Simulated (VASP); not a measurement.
# SiSe4 (P4/mmm) in VASP: a series of runs

SiSe4 is run at these levels: PBE; tasks: single point.

Program: VASP 6.6.1. These are calculated values, not measurements. Logs are shortened: lines on timing, memory, paths and dates and some standing lists are left out, and cuts for length are marked.

**1. The cell of the first run**

The structure is tetragonal, space group P4/mmm (No. 123). The conventional cell has a = 4.602 Å, b = 4.602 Å, c = 7.203 Å, α = 90.00°, β = 90.00°, γ = 90.00°. Si (site symmetry 4/mmm) has 2 Se at 2.16 Å within 2.9 Å. Se (site symmetry 4mm) has 5 Se at 2.58 to 3.26 Å within 3.4 Å. Within 2.9 Å of Se (site symmetry 4mm) lie 1 Si at 2.16 Å and 1 Se at 2.88 Å.

The cell was generated, and may not be a known phase.

**2. Single point, PBE**

Input file INCAR:

```
SYSTEM = SiSe4
PREC     = Accurate       ! precision mode
ENCUT    = 520            ! plane-wave cutoff, eV
EDIFF    = 1E-6           ! SCF threshold, eV
ISMEAR   = 0              ! smearing method
SIGMA    = 0.1            ! smearing width, eV
LREAL    = .False.        ! projectors in reciprocal space
LASPH    = .True.         ! aspherical terms in the spheres
NELM     = 100            ! most SCF steps
ALGO     = Normal         ! electronic algorithm
ISIF     = 2              ! what is computed and relaxed
LWAVE    = .False.        ! write WAVECAR
LCHARG   = .False.        ! write CHGCAR
GGA      = PE             ! functional
NBANDS   = 22             ! bands
```

Input file KPOINTS:

```
Automatic mesh
0
Gamma
  4 4 4
  0 0 0
```

Input file POSCAR:

```
SiSe4
1.0
    4.6021787200      0.0000000000      0.0000000000
    0.0000000000      4.6021787200      0.0000000000
    0.0000000000      0.0000000000      7.2028240500
Si Se
1 4
Direct
    0.0000000000      0.0000000000      0.0000000000
    0.5000000000      0.5000000000      0.3210133300
    0.5000000000      0.5000000000      0.6789866700
    0.0000000000      0.0000000000      0.3000883900
    0.0000000000      0.0000000000      0.6999116100
```

Potentials or basis: VASP PAW PBE potentials, release 64 (Si, Se).

Run with:

```
$ cat potpaw_PBE.64/Si/POTCAR potpaw_PBE.64/Se/POTCAR > POTCAR
$ mpirun -np 1 vasp_std > vasp.out
```

OUTCAR:

```text
SYSTEM = SiSe4
   PREC = Accurate
   ENCUT = 520
   EDIFF = 1E-6
   ISMEAR = 0
   LREAL = .False.
   LASPH = .True.
   NELM = 100
   ISIF = 2
   GGA = PE

 ion  position               nearest neighbor table
   1  0.000  0.000  0.000-   4 2.16   5 2.16
   2  0.500  0.500  0.321-   3 2.58
   3  0.500  0.500  0.679-   2 2.58
   4  0.000  0.000  0.300-   1 2.16
   5  0.000  0.000  0.700-   1 2.16

  LATTYP: Found a simple tetragonal cell.
 ALAT       =     4.6021787200
 C/A-ratio  =     1.5650900341

  Lattice vectors:

 A1 = (   4.6021787200,   0.0000000000,   0.0000000000)
 A2 = (   0.0000000000,   4.6021787200,   0.0000000000)
 A3 = (   0.0000000000,   0.0000000000,   7.2028240500)

Analysis of symmetry for initial positions (statically):
=====================================================================
 Subroutine PRICEL returns:
 Original cell was already a primitive cell.

 Routine SETGRP: Setting up the symmetry group for a
 simple tetragonal supercell.

 Subroutine GETGRP returns: Found 16 space group operations
 (whereof 16 operations were pure point group operations)
 out of a pool of 16 trial point group operations.

The static configuration has the point symmetry D_4h.

Analysis of symmetry for dynamics (positions and initial velocities):
=====================================================================
 Subroutine PRICEL returns:
 Original cell was already a primitive cell.

 Routine SETGRP: Setting up the symmetry group for a
 simple tetragonal supercell.

 Subroutine GETGRP returns: Found 16 space group operations
 (whereof 16 operations were pure point group operations)
 out of a pool of 16 trial point group operations.

The dynamic configuration has the point symmetry D_4h.

 Subroutine INISYM returns: Found 16 space group operations
 (whereof 16 operations are pure point group operations),
 and found     1 'primitive' translations

----------------------------------------------------------------------------------------

                                     Primitive cell

  volume of cell :     152.5562

  direct lattice vectors                    reciprocal lattice vectors
     4.602178720  0.000000000  0.000000000     0.217288389  0.000000000  0.000000000
     0.000000000  4.602178720  0.000000000     0.000000000  0.217288389  0.000000000
     0.000000000  0.000000000  7.202824050     0.000000000  0.000000000  0.138834434

  length of vectors
     4.602178720  4.602178720  7.202824050     0.217288389  0.217288389  0.138834434

  position of ions in fractional coordinates (direct lattice)
     0.000000000  0.000000000  0.000000000
     0.500000000  0.500000000  0.321013330
     0.500000000  0.500000000  0.678986670
     0.000000000  0.000000000  0.300088390
     0.000000000  0.000000000  0.699911610

  ion indices of the primitive-cell ions
   primitive index   ion index
                 1           1
                 2           2
                 3           3
                 4           4
                 5           5

----------------------------------------------------------------------------------------

 KPOINTS: Automatic mesh

Automatic generation of k-mesh.
 Grid dimensions read from file:
 generate k-points for:    4    4    4

 Generating k-lattice:

  Cartesian coordinates                     Fractional coordinates (reciprocal lattice)
     0.054322097  0.000000000  0.000000000     0.250000000  0.000000000  0.000000000
     0.000000000  0.054322097  0.000000000     0.000000000  0.250000000  0.000000000
     0.000000000  0.000000000  0.034708608     0.000000000  0.000000000  0.250000000

  Length of vectors
     0.054322097  0.054322097  0.034708608

  Shift w.r.t. Gamma in fractional coordinates (k-lattice)
     0.000000000  0.000000000  0.000000000

 Subroutine IBZKPT returns following result:
 ===========================================

 Found     18 irreducible k-points:

 Following reciprocal coordinates:
            Coordinates               Weight
  0.000000  0.000000  0.000000      1.000000
  0.250000  0.000000  0.000000      4.000000
  0.500000  0.000000  0.000000      2.000000
  0.250000  0.250000  0.000000      4.000000
  0.500000  0.250000  0.000000      4.000000
  0.500000  0.500000  0.000000      1.000000
[... 10 lines left out ...]
  0.500000  0.250000  0.500000      4.000000
  0.500000  0.500000  0.500000      1.000000
   k-points           NKPTS =     18   k-points in BZ     NKDIM =     18   number of bands    NBANDS=     22
   number of dos      NEDOS =    301   number of ions     NIONS =      5
   total plane-waves  NPLWV =  69984
   dimension x,y,z NGX =    36 NGY =   36 NGZ =   54
   dimension x,y,z NGXF=    72 NGYF=   72 NGZF=  108
   ions per type =               1   4
   NGX,Y,Z   is equivalent  to a cutoff of  13.00, 13.00, 12.46 a.u.
   NGXF,Y,Z  is equivalent  to a cutoff of  26.01, 26.01, 24.93 a.u.
 SYSTEM =  SiSe4
   PREC   = accura    normal or accurate (medium, high low for compatibility)
   ISTART =      0    job   : 0-new  1-cont  2-samecut
   ICHARG =      2    charge: 1-file 2-atom 10-const
   ISPIN  =      1    spin polarized calculation?
   LNONCOLLINEAR =      F non collinear calculations
   LSORBIT =      F    spin-orbit coupling
   LASPH  =      T    aspherical Exc in radial PAW
   ENCUT  =  520.0 eV  38.22 Ry    6.18 a.u.   8.56  8.56 13.39*2*pi/ulx,y,z
   NELM   =    100;   NELMIN=  2; NELMDL= -5     # of ELM steps
   EDIFF  = 0.1E-05   stopping-criterion for ELM
   LREAL  =      F    real-space projection
   EDIFFG = 0.1E-04   stopping-criterion for IOM
   NSW    =      0    number of steps for IOM
   IBRION =     -1    ionic relax: 0-MD 1-quasi-New 2-CG
   NFREE  =      0    steps in history (QN), initial steepest desc. (CG)
   ISIF   =      2    stress and relaxation
   ISYM   =      2    0-nonsym 1-usesym 2-fastsym
   POTIM  = 0.5000    time-step for ionic-motion
   TEBEG  =    0.0;   TEEND  =   0.0 temperature during run
   PSTRESS=    0.0 pullay stress
   NELECT =      28.0000    total number of electrons
   NUPDOWN=      -1.0000    fix difference up-down
   EMIN   =  10.00;   EMAX   =-10.00  energy-range for DOS
   EFERMI =   0.00;   METHOD = LEGACY
   ISMEAR =     0;   SIGMA  =   0.10  broadening in eV -4-tet -1-fermi 0-gaus
   EFERMI_NEDOS =   21; number of points for ismear=-14 and -15
   IALGO  =     38    algorithm
   IMIX   =      4    mixing-type and parameters
     AMIX     =   0.40;   BMIX     =  1.00
     AMIX_MAG =   1.60;   BMIX_MAG =  1.00
  volume/ion in A,a.u.               =      30.51       205.90
  Fermi-wavevector in a.u.,A,eV,Ry     =   0.930360  1.758125 11.776785  0.865569
  Thomas-Fermi vector in A             =   2.056740
   LORBIT       =      0    0 simple, 1 ext, 2 COOP (PROOUT), +10 PAW based schemes
   GGA     = PE    functional components
   LHFCALC =     F    Hartree Fock is set to
   AEXX    =    0.0000 exact exchange contribution
   IVDW    =     0    specifies the selected vdW correction
   LEPSILON=     F    determine dielectric tensor
   LRPA    =     F    only Hartree local field effects (RPA)
 non-spin polarized calculation
 Gauss-broadening in eV      SIGMA  =   0.10
  energy-cutoff  :      520.00
  volume of cell :      152.56
 maximum number of plane-waves:      4136
 NGX is ok and might be reduce to    36
   NGX = 17   NGY = 17   NGZ = 27

 number of electron      28.0000006 magnetization

 Free energy of the ion-electron system (eV)
  ---------------------------------------------------
  ext. energy  EPLUGINS =         0.00000000
  ---------------------------------------------------
  free energy    TOTEN  =       -16.27086136 eV

  energy without entropy =      -16.25130009  energy(sigma->0) =      -16.26108073

 E-fermi :   2.1010     XC(G=0):  -8.2810

 val. band max:        2.0525541232   @ k =   0.5000   0.2500   0.0000
 cond. band min:       2.1357947243   @ k =   0.2500   0.0000   0.2500
 fundamental gap:      0.0832406011
 Fermi energy:         2.1009509303

 k-point     1 :       0.0000    0.0000    0.0000
  band No.  band energies     occupation
      1     -12.4668      2.00000
      2     -11.2786      2.00000
      3     -10.7511      2.00000
      4      -9.0830      2.00000
      5      -5.8993      2.00000
      6      -1.7876      2.00000
[... 14 lines left out ...]
     21       7.3186      0.00000
     22       8.2001      0.00000

 k-point     2 :       0.2500    0.0000    0.0000
  band No.  band energies     occupation
      1     -12.2917      2.00000
      2     -11.1481      2.00000
      3     -10.9685      2.00000
      4      -9.2726      2.00000
      5      -5.8491      2.00000
      6      -1.9543      2.00000
[... 14 lines left out ...]
     21       7.7161      0.00000
     22       9.2766      0.00000

 k-point     3 :       0.5000    0.0000    0.0000
  band No.  band energies     occupation
      1     -12.0252      2.00000
      2     -11.2786      2.00000
      3     -10.9866      2.00000
      4      -9.4927      2.00000
      5      -5.7894      2.00000
      6      -2.1341      2.00000
[... 14 lines left out ...]
     21       8.8478      0.00000
     22       9.3710      0.00000
[... 326 lines left out ...]
 k-point    17 :       0.5000    0.2500    0.5000
  band No.  band energies     occupation
      1     -11.6374      2.00000
      2     -11.4529      2.00000
      3     -11.2158      2.00000
      4      -9.4861      2.00000
      5      -4.2686      2.00000
      6      -3.4712      2.00000
[... 14 lines left out ...]
     21       7.7276      0.00000
     22       8.9081      0.00000

 k-point    18 :       0.5000    0.5000    0.5000
  band No.  band energies     occupation
      1     -11.5976      2.00000
      2     -11.4164      2.00000
      3     -11.1704      2.00000
      4      -9.4311      2.00000
      5      -4.2054      2.00000
      6      -3.4135      2.00000
[... 14 lines left out ...]
     21       7.1927      0.00000
     22       8.9049      0.00000

------------------------ aborting loop because EDIFF is reached ----------------------------------------

  FORCE on cell =-STRESS in cart. coord.  units (eV):
  Direction    XX          YY          ZZ          XY          YZ          ZX
  --------------------------------------------------------------------------------------
  -------------------------------------------------------------------------------------
  Total        0.2604312      0.2604312     -3.4373952      0.0000000      0.0000000      0.0000000
  in kB        2.7351034      2.7351034    -36.1002562      0.0000000      0.0000000      0.0000000
  external PRESSURE =     -10.2100164 kB  Pullay stress =       0.0000000 kB

 VOLUME and BASIS-vectors are now :
 -----------------------------------------------------------------------------
  energy-cutoff  :      520.00
  volume of cell :      152.56
      direct lattice vectors                 reciprocal lattice vectors
     4.602178720  0.000000000  0.000000000     0.217288389  0.000000000  0.000000000
     0.000000000  4.602178720  0.000000000     0.000000000  0.217288389  0.000000000
     0.000000000  0.000000000  7.202824050     0.000000000  0.000000000  0.138834434

 POSITION                                       TOTAL-FORCE (eV/Angst)
 -----------------------------------------------------------------------------------
      0.00000      0.00000      0.00000         0.000000      0.000000      0.000000
      2.30109      2.30109      2.31220         0.000000      0.000000      2.750749
      2.30109      2.30109      4.89062         0.000000     -0.000000     -2.750749
      0.00000      0.00000      2.16148         0.000000      0.000000      0.020202
      0.00000      0.00000      5.04134         0.000000     -0.000000     -0.020202
 -----------------------------------------------------------------------------------
    total drift:                                0.000000      0.000000     -0.000000

  FREE ENERGIE OF THE ION-ELECTRON SYSTEM (eV)
  ---------------------------------------------------
  free  energy   TOTEN  =       -16.2708613617 eV

  energy  without entropy=      -16.2513000923  energy(sigma->0) =      -16.26108073
```

Run time: 28 s. Hardware: 1 thread of AMD EPYC 9R45 (Zen 5), shared host; peak memory 0.21 GiB.

Results:

* Free energy: -16.2709 eV
* Pressure: -1.0 GPa
* Largest force: 2.751 eV/Å
* Band gap on the k mesh: zero (bands 14 and 15 overlap by 1.81 eV)

Forces on the atoms (eV/Å):
```
Si   0.000  0.000  0.000
Se   0.000  0.000  2.751
Se   0.000  0.000 -2.751
Se   0.000  0.000  0.020
Se   0.000  0.000 -0.020
```

Stress tensor (GPa, compression positive):
```
 0.27  0.00  0.00
 0.00  0.27  0.00
 0.00  0.00 -3.61
```

Caveat: forces of over 1 eV/Å act on the atoms, so gaps and moduli don't describe the material at rest.

**3. Single point, PBE**

This run uses another cell than the first one, of 34.56 Å³/atom.

Input file INCAR:

```
SYSTEM = SiSe4
  ALGO = Normal
  EDIFF = 1E-6
  ENCUT = 520
  GGA = PE
  ISIF = 2
  ISMEAR = 0
  LASPH = .TRUE.
  LCHARG = .TRUE.
  LELF = .TRUE.
  LREAL = .FALSE.
  LVHAR = .TRUE.
  LWAVE = .FALSE.
  NBANDS = 22
  NELM = 100
  PREC = Accurate
  SIGMA = 0.1
```

Input file KPOINTS:

```
k-points
0
G
  4 4 4
  0 0 0
```

Input file POSCAR:

```
SiSe4
1.0
    4.0831714628      0.0000000000      0.0000000000
    0.0000000000      4.0831714628      0.0000000000
    0.0000000000      0.0000000000     10.3641200320
Si Se
1 4
Direct
    0.0000000000      0.0000000000      0.0000000000
    0.5000000000      0.5000000000      0.3936882894
    0.5000000000      0.5000000000      0.6063117106
    0.0000000000      0.0000000000      0.2030540172
    0.0000000000      0.0000000000      0.7969459828
```

Potentials or basis: VASP PAW PBE potentials, release 64 (Si, Se).

Run with:

```
$ cat potpaw_PBE.64/Si/POTCAR potpaw_PBE.64/Se/POTCAR > POTCAR
$ mpirun -np 1 vasp_std > vasp.out
```

It took 37 s on 1 thread of AMD EPYC 9R45 (Zen 5), shared host; peak memory 0.23 GiB.

The run converged. Its results:

* Free energy: -17.6110 eV
* Pressure: 0.1 GPa
* Largest force: 0.061 eV/Å
* Band gap on the k mesh: zero (bands 14 and 15 overlap by 1.57 eV)

Forces on the atoms (eV/Å):
```
Si   0.000  0.000  0.000
Se   0.000  0.000 -0.061
Se   0.000  0.000  0.061
Se   0.000  0.000  0.003
Se   0.000  0.000 -0.003
```

Stress tensor (GPa, compression positive):
```
-0.02  0.00  0.00
 0.00 -0.02  0.00
 0.00  0.00  0.26
```

Levels at points of the mesh, in eV from the Fermi level:
```tsv
k point	band 10	band 11	band 12	band 13	band 14	band 15	band 16	band 17	band 18	band 19
(0.00, 0.00, 0.00)	-1.41	-1.41	-1.23	-1.23	0.84	0.84	1.09	2.89	3.07	3.07
(0.50, 0.00, 0.00)	-2.32	-1.95	-1.54	-0.77	-0.28	0.55	1.46	1.85	3.19	3.77
(0.50, 0.50, 0.00)	-2.64	-2.64	-2.56	-2.56	0.06	0.06	1.64	1.64	1.88	3.06
(0.00, 0.00, 0.50)	-1.86	-1.86	-0.66	-0.66	0.50	0.50	1.00	2.91	3.27	3.27
(0.50, 0.00, 0.50)	-1.95	-1.60	-1.53	-0.90	-0.77	0.55	1.03	2.25	3.20	3.98
(0.50, 0.50, 0.50)	-3.31	-3.31	-1.62	-1.62	-0.73	-0.73	2.06	2.17	2.17	2.82
```

Caveat: the k points lie up to 0.38 Å⁻¹ apart, too coarse for converged energies and pressures of a metal.

**4. Single point, PBE**

This run uses another cell than the first one, of 35.34 Å³/atom.

Input file INCAR:

```
SYSTEM = SiSe4
ALGO = Normal
EDIFF = 1E-6
ENCUT = 520
GGA = PE
ISIF = 2
ISMEAR = 0
LASPH = .TRUE.
LCHARG = .FALSE.
LREAL = .FALSE.
LWAVE = .FALSE.
NBANDS = 22
NELM = 100
PREC = Accurate
SIGMA = 0.1
```

Input file KPOINTS:

```
k-points
0
G
  10 10 4
  0 0 0
```

Input file POSCAR:

```
SiSe4
1.0
    3.9251711288      0.0000000000      0.0000000000
    0.0000000000      3.9251711288      0.0000000000
    0.0000000000      0.0000000000     11.4689072417
Si Se
1 4
Direct
    0.0000000000      0.0000000000      0.0000000000
    0.5000000000      0.5000000000      0.4043411207
    0.5000000000      0.5000000000      0.5956588793
    0.0000000000      0.0000000000      0.1813285779
    0.0000000000      0.0000000000      0.8186714221
```

Run with:

```
$ cat potpaw_PBE.64/Si/POTCAR potpaw_PBE.64/Se/POTCAR > POTCAR
$ mpirun -np 1 vasp_std > vasp.out
```

Wall time 2.1 min (1 thread of AMD EPYC 9R45 (Zen 5), shared host); peak memory 0.35 GiB.

It converged, with:

```
Free energy            : -17.6855 eV
Pressure               : 0.1 GPa
Largest force          : 0.056 eV/Å
Band gap on the k mesh : zero (bands 14 and 15 overlap by 1.58 eV)
```

Forces in eV/Å, atoms in the order of the input:
```
Si   0.000  0.000  0.000
Se   0.000  0.000 -0.056
Se   0.000  0.000  0.056
Se   0.000  0.000  0.027
Se   0.000  0.000 -0.027
```

Stress tensor (GPa, compression positive):
```
-0.01  0.00  0.00
 0.00 -0.01  0.00
 0.00  0.00  0.24
```

Levels at points of the mesh, in eV from the Fermi level:
```csv
k point,band 11,band 12,band 13,band 14,band 15,band 16,band 17,band 18
"(0.00, 0.00, 0.00)",-1.24,-0.55,-0.55,0.90,0.90,1.35,3.21,3.53
"(0.50, 0.00, 0.00)",-1.61,-1.07,-0.62,-0.23,0.96,1.41,2.01,3.60
"(0.50, 0.50, 0.00)",-2.79,-2.12,-2.12,-0.34,-0.34,1.69,1.69,2.47
"(0.00, 0.00, 0.50)",-1.35,-0.38,-0.38,0.78,0.78,1.03,3.56,3.60
"(0.50, 0.00, 0.50)",-1.61,-1.07,-0.98,-0.23,0.96,1.03,2.31,3.80
"(0.50, 0.50, 0.50)",-3.04,-1.76,-1.76,-0.67,-0.67,1.93,1.93,2.56
```

**5. Summary**

| cell | k mesh | gap on the mesh (eV) | pressure (GPa) | largest force (eV/Å) |
| --- | --- | --- | --- | --- |
| a = 4.602, b = 4.602, c = 7.203 Å, 5 atoms, atomic positions A | 4 × 4 × 4 | none | -1.0 | 2.75 |
| a = 4.083, b = 4.083, c = 10.364 Å, 5 atoms, atomic positions B | 4 × 4 × 4 | none | 0.1 | 0.06 |
| a = 3.925, b = 3.925, c = 11.469 Å, 5 atoms, atomic positions C | 10 × 10 × 4 | none | 0.1 | 0.06 |

Alike in all rows: task single point; level PBE; potentials or basis VASP PAW PBE potentials, release 64 (Si, Se); no spin polarisation; cutoff (eV) 520; smearing gaussian 0.1 eV.

Caveats: some runs use coarse meshes; forces of over 1 eV/Å act on the atoms, so gaps and moduli don't describe the material at rest (at least some runs).

Absolute energies hang on the potentials; compare differences alone.

The gap in the log of VASP goes by the Fermi energy; the results here count the filled bands.